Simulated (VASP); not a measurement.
# SeS4 (P-43m) in VASP: further runs, part 2 of 2

VASP 6.6.1.

### Step 4. Relaxation of cell and atoms, PBE

This run uses another cell than the first one, of 30.11 Å³/atom, 1.478 times its volume.

Contents of INCAR:

```
PREC = Accurate
ENCUT = 600
EDIFF = 1E-6
ISMEAR = 0
SIGMA = 0.1
LREAL = False
LASPH = True
NELM = 100
ALGO = Normal
ISIF = 3
LWAVE = False
LCHARG = False
GGA = PE
IBRION = 2
NSW = 90
EDIFFG = -0.04
```

Contents of KPOINTS:

```
regular mesh
0
Gamma
  4 4 4
```

Contents of POSCAR:

```
SeS4
1.0
    5.3199077400      0.0000000000      0.0000000000
    0.0000000000      5.3199077400      0.0000000000
    0.0000000000      0.0000000000      5.3199077400
Se S
1 4
Direct
    0.0000000000      0.0000000000      0.0000000000
    0.2437810800      0.7562189200      0.7562189200
    0.7562189200      0.2437810800      0.7562189200
    0.7562189200      0.7562189200      0.2437810800
    0.2437810800      0.2437810800      0.2437810800
```

Potentials or basis: VASP PAW PBE potentials, release 64 (Se, S).

Run with:

```bash
$ cat potpaw_PBE.64/Se/POTCAR potpaw_PBE.64/S/POTCAR > POTCAR
$ mpirun -np 1 vasp_std > vasp.out
```

OUTCAR:

```text
PREC = Accurate
   ENCUT = 600
   EDIFF = 1E-6
   ISMEAR = 0
   LREAL = False
   LASPH = True
   NELM = 100
   ISIF = 3
   GGA = PE
   IBRION = 2
   NSW = 90
   EDIFFG = -0.04

 ion  position               nearest neighbor table
   1  0.000  0.000  0.000-   2 2.25   3 2.25   4 2.25   5 2.25
   2  0.244  0.756  0.756-   1 2.25
   3  0.756  0.244  0.756-   1 2.25
   4  0.756  0.756  0.244-   1 2.25
   5  0.244  0.244  0.244-   1 2.25

  LATTYP: Found a simple cubic cell.
 ALAT       =     5.3199077400

  Lattice vectors:

 A1 = (   5.3199077400,   0.0000000000,   0.0000000000)
 A2 = (   0.0000000000,   5.3199077400,   0.0000000000)
 A3 = (   0.0000000000,   0.0000000000,   5.3199077400)

Analysis of symmetry for initial positions (statically):
=====================================================================
 Subroutine PRICEL returns:
 Original cell was already a primitive cell.

 Routine SETGRP: Setting up the symmetry group for a
 simple cubic supercell.

 Subroutine GETGRP returns: Found 24 space group operations
 (whereof 24 operations were pure point group operations)
 out of a pool of 48 trial point group operations.

The static configuration has the point symmetry T_d .

Analysis of symmetry for dynamics (positions and initial velocities):
=====================================================================
 Subroutine PRICEL returns:
 Original cell was already a primitive cell.

 Routine SETGRP: Setting up the symmetry group for a
 simple cubic supercell.

 Subroutine GETGRP returns: Found 24 space group operations
 (whereof 24 operations were pure point group operations)
 out of a pool of 48 trial point group operations.

The dynamic configuration has the point symmetry T_d .

 Subroutine INISYM returns: Found 24 space group operations
 (whereof 24 operations are pure point group operations),
 and found     1 'primitive' translations

----------------------------------------------------------------------------------------

                                     Primitive cell

  volume of cell :     150.5609

  direct lattice vectors                    reciprocal lattice vectors
     5.319907740  0.000000000  0.000000000     0.187973185  0.000000000  0.000000000
     0.000000000  5.319907740  0.000000000     0.000000000  0.187973185  0.000000000
     0.000000000  0.000000000  5.319907740     0.000000000  0.000000000  0.187973185

  length of vectors
     5.319907740  5.319907740  5.319907740     0.187973185  0.187973185  0.187973185

  position of ions in fractional coordinates (direct lattice)
     0.000000000  0.000000000  0.000000000
     0.243781080  0.756218920  0.756218920
     0.756218920  0.243781080  0.756218920
     0.756218920  0.756218920  0.243781080
     0.243781080  0.243781080  0.243781080

  ion indices of the primitive-cell ions
   primitive index   ion index
                 1           1
                 2           2
                 3           3
                 4           4
                 5           5

----------------------------------------------------------------------------------------

 KPOINTS: regular mesh

Automatic generation of k-mesh.
 Grid dimensions read from file:
 generate k-points for:    4    4    4

 Generating k-lattice:

  Cartesian coordinates                     Fractional coordinates (reciprocal lattice)
     0.046993296  0.000000000  0.000000000     0.250000000  0.000000000  0.000000000
     0.000000000  0.046993296  0.000000000     0.000000000  0.250000000  0.000000000
     0.000000000  0.000000000  0.046993296     0.000000000  0.000000000  0.250000000

  Length of vectors
     0.046993296  0.046993296  0.046993296

  Shift w.r.t. Gamma in fractional coordinates (k-lattice)
     0.000000000  0.000000000  0.000000000

 Subroutine IBZKPT returns following result:
 ===========================================

 Found     10 irreducible k-points:

 Following reciprocal coordinates:
            Coordinates               Weight
  0.000000  0.000000  0.000000      1.000000
  0.250000  0.000000  0.000000      6.000000
  0.500000  0.000000  0.000000      3.000000
  0.250000  0.250000  0.000000     12.000000
  0.500000  0.250000  0.000000     12.000000
  0.500000  0.500000  0.000000      3.000000
  0.250000  0.250000  0.250000      8.000000
  0.500000  0.250000  0.250000     12.000000
  0.500000  0.500000  0.250000      6.000000
  0.500000  0.500000  0.500000      1.000000
   k-points           NKPTS =     10   k-points in BZ     NKDIM =     10   number of bands    NBANDS=     19
   number of dos      NEDOS =    301   number of ions     NIONS =      5
   total plane-waves  NPLWV = 110592
   dimension x,y,z NGX =    48 NGY =   48 NGZ =   48
   dimension x,y,z NGXF=    96 NGYF=   96 NGZF=   96
   ions per type =               1   4
   NGX,Y,Z   is equivalent  to a cutoff of  15.00, 15.00, 15.00 a.u.
   NGXF,Y,Z  is equivalent  to a cutoff of  30.00, 30.00, 30.00 a.u.
 SYSTEM =  unknown system
   PREC   = accura    normal or accurate (medium, high low for compatibility)
   ISTART =      0    job   : 0-new  1-cont  2-samecut
   ICHARG =      2    charge: 1-file 2-atom 10-const
   ISPIN  =      1    spin polarized calculation?
   LNONCOLLINEAR =      F non collinear calculations
   LSORBIT =      F    spin-orbit coupling
   LASPH  =      T    aspherical Exc in radial PAW
   ENCUT  =  600.0 eV  44.10 Ry    6.64 a.u.  10.63 10.63 10.63*2*pi/ulx,y,z
   NELM   =    100;   NELMIN=  2; NELMDL= -5     # of ELM steps
   EDIFF  = 0.1E-05   stopping-criterion for ELM
   LREAL  =      F    real-space projection
   EDIFFG = -.4E-01   stopping-criterion for IOM
   NSW    =     90    number of steps for IOM
   IBRION =      2    ionic relax: 0-MD 1-quasi-New 2-CG
   NFREE  =      1    steps in history (QN), initial steepest desc. (CG)
   ISIF   =      3    stress and relaxation
   ISYM   =      2    0-nonsym 1-usesym 2-fastsym
   POTIM  = 0.5000    time-step for ionic-motion
   TEBEG  =    0.0;   TEEND  =   0.0 temperature during run
   PSTRESS=    0.0 pullay stress
   NELECT =      30.0000    total number of electrons
   NUPDOWN=      -1.0000    fix difference up-down
   EMIN   =  10.00;   EMAX   =-10.00  energy-range for DOS
   EFERMI =   0.00;   METHOD = LEGACY
   ISMEAR =     0;   SIGMA  =   0.10  broadening in eV -4-tet -1-fermi 0-gaus
   EFERMI_NEDOS =   21; number of points for ismear=-14 and -15
   IALGO  =     38    algorithm
   IMIX   =      4    mixing-type and parameters
     AMIX     =   0.40;   BMIX     =  1.00
     AMIX_MAG =   1.60;   BMIX_MAG =  1.00
  volume/ion in A,a.u.               =      30.11       203.21
  Fermi-wavevector in a.u.,A,eV,Ry     =   0.956191  1.806938 12.439814  0.914301
  Thomas-Fermi vector in A             =   2.085096
   LORBIT       =      0    0 simple, 1 ext, 2 COOP (PROOUT), +10 PAW based schemes
   GGA     = PE    functional components
   LHFCALC =     F    Hartree Fock is set to
   AEXX    =    0.0000 exact exchange contribution
   IVDW    =     0    specifies the selected vdW correction
   LEPSILON=     F    determine dielectric tensor
   LRPA    =     F    only Hartree local field effects (RPA)
 conjugate gradient relaxation of ions
 non-spin polarized calculation
 Gauss-broadening in eV      SIGMA  =   0.10
  energy-cutoff  :      600.00
  volume of cell :      150.56
 maximum number of plane-waves:      5056
 NGX is ok and might be reduce to    48
   NGX = 21   NGY = 21   NGZ = 21

--------------------------------------- Ionic step        1  -------------------------------------------

 number of electron      30.0000002 magnetization

 Free energy of the ion-electron system (eV)
  ---------------------------------------------------
  ext. energy  EPLUGINS =         0.00000000
  ---------------------------------------------------
  free energy    TOTEN  =       -14.90606029 eV

  energy without entropy =      -14.84507003  energy(sigma->0) =      -14.87556516

------------------------ aborting loop because EDIFF is reached ----------------------------------------

  FORCE on cell =-STRESS in cart. coord.  units (eV):
  Direction    XX          YY          ZZ          XY          YZ          ZX
  --------------------------------------------------------------------------------------
  -------------------------------------------------------------------------------------
  Total       -4.2627869     -4.2627869     -4.2627869     -0.0000000      0.0000000      0.0000000
  in kB      -45.3619696    -45.3619696    -45.3619696     -0.0000000      0.0000000      0.0000000
  external PRESSURE =     -45.3619696 kB  Pullay stress =       0.0000000 kB
[... 141 lines left out ...]
  energy  without entropy=      -15.1475964633  energy(sigma->0) =      -15.17320292

--------------------------------------- Ionic step        5  -------------------------------------------

 number of electron      29.9999998 magnetization

 Free energy of the ion-electron system (eV)
  ---------------------------------------------------
  ext. energy  EPLUGINS =         0.00000000
  ---------------------------------------------------
  free energy    TOTEN  =       -15.19964764 eV

  energy without entropy =      -15.14844664  energy(sigma->0) =      -15.17404714

 E-fermi :   1.2766     XC(G=0):  -8.2661

 val. band max:        1.2360104171   @ k =   0.2500   0.0000   0.0000
 cond. band min:       1.2897698828   @ k =   0.2500   0.2500   0.2500
 fundamental gap:      0.0537594657
 Fermi energy:         1.2766063956

 k-point     1 :       0.0000    0.0000    0.0000
  band No.  band energies     occupation
      1     -15.7251      2.00000
      2     -10.7145      2.00000
      3     -10.7145      2.00000
      4     -10.7145      2.00000
      5      -8.3361      2.00000
      6      -3.5263      2.00000
[... 11 lines left out ...]
     18       4.7465      0.00000
     19       4.7465      0.00000
[... 228 lines left out ...]
  FREE ENERGIE OF THE ION-ELECTRON SYSTEM (eV)
  ---------------------------------------------------
  free  energy   TOTEN  =       -15.1996476406 eV

  energy  without entropy=      -15.1484466396  energy(sigma->0) =      -15.17404714

 reached required accuracy - stopping structural energy minimisation
```

It took 58 s on 1 thread of Intel Xeon 6975P-C (Granite Rapids), shared host; peak memory 0.34 GiB.

What came out:

```yaml
Free_energy: -15.1996 eV
Relaxed_volume: 27.51 Å³/atom
Relaxed_cell: a = 5.162 Å, b = 5.162 Å, c = 5.162 Å, α = 90.00°, β = 90.00°, γ = 90.00°
Space_group_after_relaxing_to_0.05_Å: P-43m (No. 215)
Energy_gained_by_relaxing: 58.7 meV/atom
Ionic_steps: 5
Pressure_after_relaxing: -0.2 GPa
Largest_force_after_relaxing: 0.037 eV/Å
Band_gap_on_the_k_mesh: zero (band 15 reaches 1.56 eV, above the bottom of band 16 at 1.15 eV)
```

Forces in eV/Å, atoms in the order of the input:
```
Se   0.000  0.000  0.000
S    0.021 -0.021 -0.021
S   -0.021  0.021 -0.021
S   -0.021 -0.021  0.021
S    0.021  0.021  0.021
```

The path:
| step | energy change (eV) | largest force (eV/Å) | pressure (GPa) | volume (Å³) |
| --- | --- | --- | --- | --- |
| 1 | 0.0000 | 1.1198 | -4.54 | 150.56 |
| 2 | -0.2279 | 0.7858 | 2.71 | 132.74 |
| 3 | -0.2928 | 0.0439 | -0.15 | 137.90 |
| 4 | -0.2927 | 0.0753 | -0.03 | 137.65 |
| 5 | -0.2936 | 0.0369 | -0.18 | 137.54 |

Final structure:
```xyz
5
Lattice="5.1619 0.0000 0.0000 0.0000 5.1619 0.0000 0.0000 0.0000 5.1619" Properties=species:S:1:pos:R:3 pbc="T T T"
Se    0.0000    0.0000    0.0000
S     1.2391    3.9228    3.9228
S     3.9228    1.2391    3.9228
S     3.9228    3.9228    1.2391
S     1.2391    1.2391    1.2391
```

Levels at points of the mesh, in eV from the Fermi level:
```tsv
k point	band 11	band 12	band 13	band 14	band 15	band 16	band 17	band 18	band 19
(0.00, 0.00, 0.00)	-0.48	-0.48	-0.48	-0.04	-0.04	-0.04	0.83	3.47	3.47
(0.50, 0.00, 0.00)	-1.50	-1.38	-0.60	-0.60	-0.13	-0.13	2.06	2.95	4.50
(0.50, 0.50, 0.00)	-1.68	-1.11	-0.38	-0.38	-0.28	0.36	2.01	3.26	4.19
(0.50, 0.50, 0.50)	-1.74	-0.17	-0.17	0.29	0.29	0.29	0.59	3.61	3.61
```

### Step 5. Summary

| task | cell | k mesh | cutoff (eV) | gap on the mesh (eV) | pressure (GPa) | largest force (eV/Å) |
| --- | --- | --- | --- | --- | --- | --- |
| single point | a = 4.671 Å, 5 atoms | 4 × 4 × 4 | 520 | none | -0.2 | 0.02 |
| single point | a = 4.666 Å, 5 atoms | 8 × 8 × 8 | 520 | none | -0.1 | - |
| relaxation of cell and atoms | relaxed from a = 5.320 Å, 5 atoms | 4 × 4 × 4 | 600 | none | -0.2 | 0.04 |

Alike in all rows: level PBE; potentials or basis VASP PAW PBE potentials, release 64 (Se, S); no spin polarisation; smearing gaussian 0.1 eV.

Total energies depend on the potentials used, so only differences within one code and one set of settings carry meaning.
